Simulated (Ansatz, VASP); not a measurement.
**AlN: VASP beside Ansatz**

```
Al N
1.0
    -0.02185    2.18490    2.18490
     2.18490   -0.02185    2.18490
     2.16305    2.16305    0.00000
Al N
1 1
Direct
  0.00000 0.00000 0.00000
  0.75000 0.75000 0.75000
```

Change from the starting cell: strain -0.0200 x Voigt [0, 0, 0, 0, 0, 1], atoms carried along.

Alike in both runs: task single point; functional r2SCAN; k mesh 10 × 10 × 10; occupations gaussian, width 0.05 eV; no spin polarisation.

|  | VASP | Ansatz |
| --- | --- | --- |
| version | VASP 6.6.1 | Ansatz 0.2.0 |
| potentials or method | VASP PAW PBE potentials, release 64 (Al, N), cutoff 520 eV | scalar-relativistic, plane waves, PAW |
| valence electrons in the cell | 8 | 8 |

|  | VASP | Ansatz | Ansatz less VASP |
| --- | --- | --- | --- |
| gap on the k mesh at the Fermi level (eV) | 3.87 | 3.88 | +0.008 |
| least direct gap on the mesh (eV) | 4.82 | 4.78 | -0.039 |
| pressure (GPa) | -0.3 | 0.1 | +0.39 |
| traceless stress, the component that is largest in VASP (GPa) | 4.74 | 4.69 | -0.053 |
| rms of the force components (eV/Å) | 0.101 | 0.099 | -0.0017 |

VASP's potentials were made for PBE, not for r2SCAN. Atom by atom the forces differ by 0.002 eV/Å (rms over components).
